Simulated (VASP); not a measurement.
Input of a VASP 6.6.1 run:

File INCAR:

```
SYSTEM = Tl
PREC     = Accurate       ! precision mode
ENCUT    = 520            ! plane-wave cutoff, eV
EDIFF    = 1E-6           ! SCF threshold, eV
ISMEAR   = -1             ! smearing method
SIGMA    = 0.08           ! smearing width, eV
LREAL    = .False.        ! projectors in reciprocal space
LASPH    = .True.         ! aspherical terms in the spheres
NELM     = 80             ! most SCF steps
ALGO     = Normal         ! electronic algorithm
ISIF     = 2              ! what is computed and relaxed
LWAVE    = .False.        ! write WAVECAR
LCHARG   = .False.        ! write CHGCAR
GGA      = PS             ! functional
NBANDS   = 34             ! bands
```

KPOINTS

```
regular mesh
0
Gamma
  3 6 4
  0 0 0
```

The input POSCAR:

```
Tl
1.0
    6.9120000000      0.0000000000      0.0000000000
   -1.7280000000      2.9929837955      0.0000000000
    0.0000000000      0.0000000000      5.5250000000
Tl
4
Direct
    0.1597543221      0.6547152053      0.2431371946
    0.6748122320      0.6986673310      0.2521552941
    0.3386932664      0.3513002648      0.7435998190
    0.8256929221      0.3041663645      0.7569531222
```

Potentials or basis: VASP PAW PBE potentials, release 64 (Tl_d).

Launch:

```sh
$ cat potpaw_PBE.64/Tl_d/POTCAR > POTCAR
$ mpirun -np 1 vasp_std > vasp.out
```

(1) Predict the band gap on the k mesh.

(2) Predict the pressure.

Results:

(1) zero (bands 26 and 27 overlap by 4.32 eV).

(2) 0.0 GPa.

Caveat: the PAW data sets were made with another functional, which shifts forces and pressure a little; spin-orbit coupling is left out, which moves the levels of the heavy elements.
